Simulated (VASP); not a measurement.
# BN (P6_3/mmc) in VASP: settings compared

BN is run at these levels: LDA, PBE+D3(BJ); tasks: single point.

All numbers are computed with VASP 6.6.1; they aren't measurements. Logs are shortened: lines on timing, memory, paths and dates and some standing lists are left out, and cuts for length are marked.

**1. The cell of the first run**

The structure is hexagonal, space group P6_3/mmc (No. 194). The conventional cell has a = 2.506 Å, b = 2.506 Å, c = 6.614 Å, α = 90.00°, β = 90.00°, γ = 120.00°. B (site symmetry -6m2) has 3 N at 1.45 Å within 1.9 Å. Within 1.9 Å of N (site symmetry -6m2) lie 3 B at 1.45 Å.

**2. Single point, LDA**

Contents of INCAR:

```
  PREC = Accurate
  ENCUT = 520
  EDIFF = 1E-6
  ISMEAR = 0
  SIGMA = 0.02
  LREAL = False
  LASPH = True
  NELM = 60
  ALGO = Normal
  ISIF = 2
  LWAVE = False
  LCHARG = False
  GGA = CA
  NBANDS = 16
```

Contents of KPOINTS:

```
Automatic mesh
0
Gamma
  12 12 4
```

Contents of POSCAR:

```
BN
1.0
    2.5064254183      0.0000000000      0.0000000000
   -1.2532127092      2.1706280850      0.0000000000
    0.0000000000      0.0000000000      6.6141241205
B N
2 2
Direct
    0.3333333333      0.6666666667      0.2500000000
    0.6666666667      0.3333333333      0.7500000000
    0.3333333333      0.6666666667      0.7500000000
    0.6666666667      0.3333333333      0.2500000000
```

Potentials or basis: VASP PAW LDA potentials, release 64 (B, N).

On the command line:

```console
cat potpaw_LDA.64/B/POTCAR potpaw_LDA.64/N/POTCAR > POTCAR
mpirun -np 1 vasp_std > vasp.out
```

OUTCAR:

```text
PREC = Accurate
   ENCUT = 520
   EDIFF = 1E-6
   ISMEAR = 0
   LREAL = False
   LASPH = True
   NELM = 60
   ISIF = 2
   GGA = CA

 ion  position               nearest neighbor table
   1  0.333  0.667  0.250-   4 1.45   4 1.45   4 1.45
   2  0.667  0.333  0.750-   3 1.45   3 1.45   3 1.45
   3  0.333  0.667  0.750-   2 1.45   2 1.45   2 1.45
   4  0.667  0.333  0.250-   1 1.45   1 1.45   1 1.45

  LATTYP: Found a hexagonal cell.
 ALAT       =     2.5064254183
 C/A-ratio  =     2.6388673177

  Lattice vectors:

 A1 = (   2.5064254183,   0.0000000000,   0.0000000000)
 A2 = (  -1.2532127092,   2.1706280850,   0.0000000000)
 A3 = (   0.0000000000,   0.0000000000,   6.6141241205)

Analysis of symmetry for initial positions (statically):
=====================================================================
 Subroutine PRICEL returns:
 Original cell was already a primitive cell.

 Routine SETGRP: Setting up the symmetry group for a
 hexagonal supercell.

 Subroutine GETGRP returns: Found 24 space group operations
 (whereof 12 operations were pure point group operations)
 out of a pool of 24 trial point group operations.

The static configuration has the point symmetry D_3d.
 The point group associated with its full space group is D_6h.

Analysis of symmetry for dynamics (positions and initial velocities):
=====================================================================
 Subroutine PRICEL returns:
 Original cell was already a primitive cell.

 Routine SETGRP: Setting up the symmetry group for a
 hexagonal supercell.

 Subroutine GETGRP returns: Found 24 space group operations
 (whereof 12 operations were pure point group operations)
 out of a pool of 24 trial point group operations.

The dynamic configuration has the point symmetry D_3d.
 The point group associated with its full space group is D_6h.

 Subroutine INISYM returns: Found 24 space group operations
 (whereof 12 operations are pure point group operations),
 and found     1 'primitive' translations

----------------------------------------------------------------------------------------

                                     Primitive cell

  volume of cell :      35.9843

  direct lattice vectors                    reciprocal lattice vectors
     2.506425418  0.000000000  0.000000000     0.398974569  0.230348075  0.000000000
    -1.253212709  2.170628085  0.000000000     0.000000000  0.460696149  0.000000000
     0.000000000  0.000000000  6.614124120     0.000000000  0.000000000  0.151191599

  length of vectors
     2.506425418  2.506425418  6.614124120     0.460696149  0.460696149  0.151191599

  position of ions in fractional coordinates (direct lattice)
     0.333333333  0.666666667  0.250000000
     0.666666667  0.333333333  0.750000000
     0.333333333  0.666666667  0.750000000
     0.666666667  0.333333333  0.250000000

  ion indices of the primitive-cell ions
   primitive index   ion index
                 1           1
                 2           2
                 3           3
                 4           4

----------------------------------------------------------------------------------------

 KPOINTS: Automatic mesh

Automatic generation of k-mesh.
 Grid dimensions read from file:
 generate k-points for:   12   12    4

 Generating k-lattice:

  Cartesian coordinates                     Fractional coordinates (reciprocal lattice)
     0.033247881  0.019195673  0.000000000     0.083333333  0.000000000  0.000000000
     0.000000000  0.038391346  0.000000000     0.000000000  0.083333333  0.000000000
     0.000000000  0.000000000  0.037797900     0.000000000  0.000000000  0.250000000

  Length of vectors
     0.038391346  0.038391346  0.037797900

  Shift w.r.t. Gamma in fractional coordinates (k-lattice)
     0.000000000  0.000000000  0.000000000

 Subroutine IBZKPT returns following result:
 ===========================================

 Found     57 irreducible k-points:

 Following reciprocal coordinates:
            Coordinates               Weight
  0.000000  0.000000  0.000000      1.000000
  0.083333  0.000000  0.000000      6.000000
  0.166667 -0.000000  0.000000      6.000000
  0.250000  0.000000  0.000000      6.000000
  0.333333  0.000000  0.000000      6.000000
  0.416667 -0.000000  0.000000      6.000000
[... 16 lines left out ...]
  0.250000  0.000000  0.250000     12.000000
  0.333333  0.000000  0.250000     12.000000
 [... further k-points ...]
   k-points           NKPTS =     57   k-points in BZ     NKDIM =     57   number of bands    NBANDS=     16
   number of dos      NEDOS =    301   number of ions     NIONS =      4
   total plane-waves  NPLWV =  20000
   dimension x,y,z NGX =    20 NGY =   20 NGZ =   50
   dimension x,y,z NGXF=    40 NGYF=   40 NGZF=  100
   ions per type =               2   2
   NGX,Y,Z   is equivalent  to a cutoff of  13.27, 13.27, 12.57 a.u.
   NGXF,Y,Z  is equivalent  to a cutoff of  26.53, 26.53, 25.13 a.u.
 SYSTEM =  unknown system
   PREC   = accura    normal or accurate (medium, high low for compatibility)
   ISTART =      0    job   : 0-new  1-cont  2-samecut
   ICHARG =      2    charge: 1-file 2-atom 10-const
   ISPIN  =      1    spin polarized calculation?
   LNONCOLLINEAR =      F non collinear calculations
   LSORBIT =      F    spin-orbit coupling
   LASPH  =      T    aspherical Exc in radial PAW
   ENCUT  =  520.0 eV  38.22 Ry    6.18 a.u.   4.66  4.66 12.30*2*pi/ulx,y,z
   NELM   =     60;   NELMIN=  2; NELMDL= -5     # of ELM steps
   EDIFF  = 0.1E-05   stopping-criterion for ELM
   LREAL  =      F    real-space projection
   EDIFFG = 0.1E-04   stopping-criterion for IOM
   NSW    =      0    number of steps for IOM
   IBRION =     -1    ionic relax: 0-MD 1-quasi-New 2-CG
   NFREE  =      0    steps in history (QN), initial steepest desc. (CG)
   ISIF   =      2    stress and relaxation
   ISYM   =      2    0-nonsym 1-usesym 2-fastsym
   POTIM  = 0.5000    time-step for ionic-motion
   TEBEG  =    0.0;   TEEND  =   0.0 temperature during run
   PSTRESS=    0.0 pullay stress
   NELECT =      16.0000    total number of electrons
   NUPDOWN=      -1.0000    fix difference up-down
   EMIN   =  10.00;   EMAX   =-10.00  energy-range for DOS
   EFERMI =   0.00;   METHOD = LEGACY
   ISMEAR =     0;   SIGMA  =   0.02  broadening in eV -4-tet -1-fermi 0-gaus
   EFERMI_NEDOS =   21; number of points for ismear=-14 and -15
   IALGO  =     38    algorithm
   IMIX   =      4    mixing-type and parameters
     AMIX     =   0.40;   BMIX     =  1.00
     AMIX_MAG =   1.60;   BMIX_MAG =  1.00
  volume/ion in A,a.u.               =       9.00        60.71
  Fermi-wavevector in a.u.,A,eV,Ry     =   1.249522  2.361255 21.242854  1.561306
  Thomas-Fermi vector in A             =   2.383559
   LORBIT       =      0    0 simple, 1 ext, 2 COOP (PROOUT), +10 PAW based schemes
   GGA     = CA    functional components
   LHFCALC =     F    Hartree Fock is set to
   AEXX    =    0.0000 exact exchange contribution
   IVDW    =     0    specifies the selected vdW correction
   LEPSILON=     F    determine dielectric tensor
   LRPA    =     F    only Hartree local field effects (RPA)
 non-spin polarized calculation
 Gauss-broadening in eV      SIGMA  =   0.02
  energy-cutoff  :      520.00
  volume of cell :       35.98
 maximum number of plane-waves:       992
 NGX is ok and might be reduce to    20
   NGX =  9   NGY =  9   NGZ = 25

 number of electron      16.0000003 magnetization

 Free energy of the ion-electron system (eV)
  ---------------------------------------------------
  ext. energy  EPLUGINS =         0.00000000
  ---------------------------------------------------
  free energy    TOTEN  =       -38.57017925 eV

  energy without entropy =      -38.57017925  energy(sigma->0) =      -38.57017925

 E-fermi :   2.3456     XC(G=0): -10.5393

 val. band max:        2.1697826302   @ k =   0.3333   0.2500   0.0000
 cond. band min:       6.2316385536   @ k =   0.5000   0.0000   0.0000
 fundamental gap:      4.0618559234
 Fermi energy:         2.3455823325

 k-point     1 :       0.0000    0.0000    0.0000
  band No.  band energies     occupation
      1     -15.4106      2.00000
      2     -15.0855      2.00000
      3      -4.1684      2.00000
      4      -1.9079      2.00000
      5       0.8210      2.00000
      6       0.8210      2.00000
[... 8 lines left out ...]
     15      14.4690      0.00000
     16      14.9894      0.00000

 k-point     2 :       0.0833    0.0000    0.0000
  band No.  band energies     occupation
      1     -15.2746      2.00000
      2     -14.9546      2.00000
      3      -3.9808      2.00000
      4      -1.7404      2.00000
      5       0.2740      2.00000
      6       0.3091      2.00000
[... 8 lines left out ...]
     15      14.4909      0.00000
     16      14.9217      0.00000

 k-point     3 :       0.1667   -0.0000    0.0000
  band No.  band energies     occupation
      1     -14.8737      2.00000
      2     -14.5693      2.00000
      3      -3.4244      2.00000
      4      -1.2477      2.00000
      5      -1.1197      2.00000
      6      -1.0766      2.00000
[... 8 lines left out ...]
     15      15.8814      0.00000
     16      15.9834      0.00000

 k-point     4 :       0.2500    0.0000    0.0000
  band No.  band energies     occupation
      1     -14.2334      2.00000
      2     -13.9563      2.00000
      3      -2.8991      2.00000
      4      -2.8326      2.00000
      5      -2.5234      2.00000
      6      -0.8067      2.00000
[... 8 lines left out ...]
     15      17.1908      0.00000
     16      18.0098      0.00000
[... 324 lines left out ...]
 k-point    22 :       0.1667   -0.0000    0.2500
  band No.  band energies     occupation
      1     -14.8316      2.00000
      2     -14.6166      2.00000
      3      -3.1632      2.00000
      4      -1.6647      2.00000
      5      -1.1069      2.00000
      6      -1.0578      2.00000
[... 8 lines left out ...]
     15      15.7761      0.00000
     16      15.8626      0.00000

 k-point    23 :       0.2500    0.0000    0.2500
  band No.  band energies     occupation
      1     -14.1949      2.00000
      2     -13.9991      2.00000
      3      -2.9091      2.00000
      4      -2.8503      2.00000
      5      -2.2478      2.00000
      6      -0.8233      2.00000
[... 8 lines left out ...]
     15      18.0260      0.00000
     16      18.1112      0.00000

 k-point    24 :       0.3333    0.0000    0.2500
  band No.  band energies     occupation
      1     -13.3852      2.00000
      2     -13.2204      2.00000
      3      -4.6704      2.00000
      4      -4.6071      2.00000
      5      -1.4254      2.00000
      6      -1.3790      2.00000
[... 8 lines left out ...]
     15      18.6736      0.00000
     16      20.5183      0.00000

 [... further k-points ...]

------------------------ aborting loop because EDIFF is reached ----------------------------------------

  FORCE on cell =-STRESS in cart. coord.  units (eV):
  Direction    XX          YY          ZZ          XY          YZ          ZX
  --------------------------------------------------------------------------------------
  -------------------------------------------------------------------------------------
  Total       -1.5476492     -1.5476492     -0.1510688      0.0000000      0.0000000      0.0000000
  in kB      -68.9081480    -68.9081480     -6.7262492      0.0000000      0.0000000      0.0000000
  external PRESSURE =     -48.1808484 kB  Pullay stress =       0.0000000 kB

 VOLUME and BASIS-vectors are now :
 -----------------------------------------------------------------------------
  energy-cutoff  :      520.00
  volume of cell :       35.98
      direct lattice vectors                 reciprocal lattice vectors
     2.506425418  0.000000000  0.000000000     0.398974569  0.230348075  0.000000000
    -1.253212709  2.170628085  0.000000000     0.000000000  0.460696149  0.000000000
     0.000000000  0.000000000  6.614124120     0.000000000  0.000000000  0.151191599

 POSITION                                       TOTAL-FORCE (eV/Angst)
 -----------------------------------------------------------------------------------
     -0.00000      1.44709      1.65353        -0.000000      0.000000      0.000000
      1.25321      0.72354      4.96059         0.000000     -0.000000      0.000000
     -0.00000      1.44709      4.96059        -0.000000      0.000000      0.000000
      1.25321      0.72354      1.65353         0.000000     -0.000000      0.000000
 -----------------------------------------------------------------------------------
    total drift:                                0.000000     -0.000000      0.000000

  FREE ENERGIE OF THE ION-ELECTRON SYSTEM (eV)
  ---------------------------------------------------
  free  energy   TOTEN  =       -38.5701792497 eV

  energy  without entropy=      -38.5701792497  energy(sigma->0) =      -38.57017925
```

Run time: 40 s. Hardware: 1 thread of Intel Xeon 8259CL, shared host; peak memory 0.15 GiB.

What came out:

| Property | Result |
| --- | --- |
| Free energy | -38.5702 eV |
| Pressure | -4.8 GPa |
| Band gap on the k mesh | 4.06 eV, indirect (least direct gap 4.48 eV) |

Stress tensor (GPa, compression positive):
```
-6.89  0.00  0.00
 0.00 -6.89  0.00
 0.00  0.00 -0.67
```

A k mesh can miss the band edges.

**3. Single point, PBE+D3(BJ) (volume scaled by 0.88, then relaxed in part)**

Contents of INCAR:

```
SYSTEM = BN
PREC = Accurate
ENCUT = 520
EDIFF = 1E-6
ISMEAR = 0
SIGMA = 0.02
LREAL = .False.
LASPH = .True.
NELM = 80
ALGO = Normal
ISIF = 2
LWAVE = .False.
LCHARG = .False.
GGA = PE
IVDW = 12
NBANDS = 16
```

Contents of KPOINTS:

```
regular mesh
0
Gamma
  12 12 4
  0 0 0
```

Contents of POSCAR:

```
BN
1.0
    2.4931381248      0.0000000000      0.0000000000
   -1.2465690624      2.1591209512      0.0000000000
    0.0000000000      0.0000000000      5.8826348026
B N
2 2
Direct
    0.3333333333      0.6666666667      0.2500000000
    0.6666666667      0.3333333333      0.7500000000
    0.3333333333      0.6666666667      0.7500000000
    0.6666666667      0.3333333333      0.2500000000
```

Potentials or basis: VASP PAW PBE potentials, release 64 (B, N).

On the command line:

```console
cat potpaw_PBE.64/B/POTCAR potpaw_PBE.64/N/POTCAR > POTCAR
mpirun -np 1 vasp_std > vasp.out
```

Wall time 23 s (1 thread of Intel Xeon Platinum 8259CL at 2.50GHz (Skylake/Cascade Lake), shared host); peak memory 0.17 GiB.

Results (log left out):

```yaml
Free_energy: -35.6448 eV
Pressure: 6.6 GPa
Band_gap_on_the_k_mesh: 4.10 eV, indirect (least direct gap 4.35 eV)
Dispersion_energy_per_atom: -0.164 eV
```

Stress tensor (GPa, compression positive):
```
6.78 0.00 0.00
0.00 6.78 0.00
0.00 0.00 6.37
```

Levels at points of the mesh, in eV from the valence-band top:
```tsv
k point	band 4	band 5	band 6	band 7	band 8	band 9	band 10	band 11	band 12	band 13
(0.00, 0.00, 0.00)	-3.35	-1.44	-1.44	-1.32	-1.32	6.17	11.46	11.46	11.67	11.77
(0.50, 0.00, 0.00)	-8.94	-4.31	-4.12	-2.05	-0.25	4.10	6.28	9.76	9.82	13.39
(0.00, 0.00, 0.50)	-5.43	-1.38	-1.38	-1.38	-1.38	9.19	9.19	11.61	11.61	11.61
(0.50, 0.00, 0.50)	-9.05	-4.22	-4.22	-1.04	-1.04	4.65	4.65	10.04	10.04	14.37
```

 A k mesh can miss the band edges.

**4. Single point, PBE+D3(BJ) (volume scaled by 0.91, then relaxed in part)**

Contents of INCAR:

```
PREC = Accurate
ENCUT = 520
EDIFF = 1E-6
ISMEAR = 0
SIGMA = 0.02
LREAL = False
LASPH = True
NELM = 100
ALGO = Normal
ISIF = 2
LWAVE = False
LCHARG = False
GGA = PE
IVDW = 12
NBANDS = 16
```

Contents of KPOINTS:

```
regular mesh
0
Gamma
  12 12 4
```

Contents of POSCAR:

```
BN
1.0
    2.4975108949      0.0000000000      0.0000000000
   -1.2487554475      2.1629078812      0.0000000000
    0.0000000000      0.0000000000      6.0618963352
B N
2 2
Direct
    0.3333333333      0.6666666667      0.2500000000
    0.6666666667      0.3333333333      0.7500000000
    0.3333333333      0.6666666667      0.7500000000
    0.6666666667      0.3333333333      0.2500000000
```

On the command line:

```console
cat potpaw_PBE.64/B/POTCAR potpaw_PBE.64/N/POTCAR > POTCAR
mpirun -np 1 vasp_std > vasp.out
```

It took 25 s on 1 thread of Intel Xeon Platinum 8259CL at 2.50GHz (Skylake/Cascade Lake), shared host; peak memory 0.17 GiB.

The run converged. Its results:

| Item | Value |
| --- | --- |
| Free energy | -35.6809 eV |
| Pressure | 4.3 GPa |
| Band gap on the k mesh | 4.11 eV, indirect (least direct gap 4.41 eV) |
| Dispersion energy per atom | -0.158 eV |

Stress tensor (GPa, compression positive):
```
4.38 0.00 0.00
0.00 4.38 0.00
0.00 0.00 4.01
```

Levels at points of the mesh, in eV from the valence-band top:
```csv
k point,band 6,band 7,band 8,band 9,band 10,band 11
"(0.00, 0.00, 0.00)",-1.42,-1.33,-1.33,5.88,11.31,11.47
"(0.50, 0.00, 0.00)",-4.12,-1.88,-0.30,4.11,6.08,9.65
"(0.00, 0.00, 0.50)",-1.37,-1.37,-1.37,8.74,8.74,11.59
"(0.50, 0.00, 0.50)",-4.20,-1.02,-1.02,4.65,4.65,9.98
```

**5. Single point, PBE+D3(BJ) (volume scaled by 0.94, then relaxed in part)**

Contents of INCAR:

```
  PREC = Accurate
  ENCUT = 520
  EDIFF = 1E-6
  ISMEAR = 0
  SIGMA = 0.02
  LREAL = False
  LASPH = True
  NELM = 80
  ALGO = Normal
  ISIF = 2
  LWAVE = False
  LCHARG = False
  GGA = PE
  IVDW = 12
  NBANDS = 16
```

Contents of KPOINTS:

```
Automatic mesh
0
Gamma
  12 12 4
```

Contents of POSCAR:

```
BN
1.0
    2.5011609104      0.0000000000      0.0000000000
   -1.2505804552      2.1660688874      0.0000000000
    0.0000000000      0.0000000000      6.2434765377
B N
2 2
Direct
    0.3333333333      0.6666666667      0.2500000000
    0.6666666667      0.3333333333      0.7500000000
    0.3333333333      0.6666666667      0.7500000000
    0.6666666667      0.3333333333      0.2500000000
```

On the command line:

```console
cat potpaw_PBE.64/B/POTCAR potpaw_PBE.64/N/POTCAR > POTCAR
mpirun -np 1 vasp_std > vasp.out
```

Run time: 24 s. Hardware: 1 thread of Intel Xeon Platinum 8259CL at 2.50GHz (Skylake/Cascade Lake), shared host; peak memory 0.17 GiB.

It converged, with:

```yaml
Free_energy: -35.7030 eV
Pressure: 2.4 GPa
Band_gap_on_the_k_mesh: 4.15 eV, indirect (least direct gap 4.49 eV)
Dispersion_energy_per_atom: -0.152 eV
```

Stress tensor (GPa, compression positive):
```
2.53 0.00 0.00
0.00 2.53 0.00
0.00 0.00 2.20
```

Levels at points of the mesh, in eV from the valence-band top:
```
           k point  band 4  band 5  band 6  band 7  band 8  band 9  band 10  band 11  band 12  band 13
(0.00, 0.00, 0.00)   -3.76   -1.39   -1.39   -1.33   -1.33    5.64    10.98    11.48    11.48    11.68
(0.50, 0.00, 0.00)   -8.89   -4.23   -4.11   -1.73   -0.35    4.15     5.91     9.58     9.87    12.99
(0.00, 0.00, 0.50)   -5.35   -1.36   -1.36   -1.36   -1.36    8.35     8.35    11.58    11.58    11.58
(0.50, 0.00, 0.50)   -8.96   -4.17   -4.17   -0.99   -0.99    4.67     4.67     9.94     9.94    13.92
```

(Continued in part 2 of 2.)
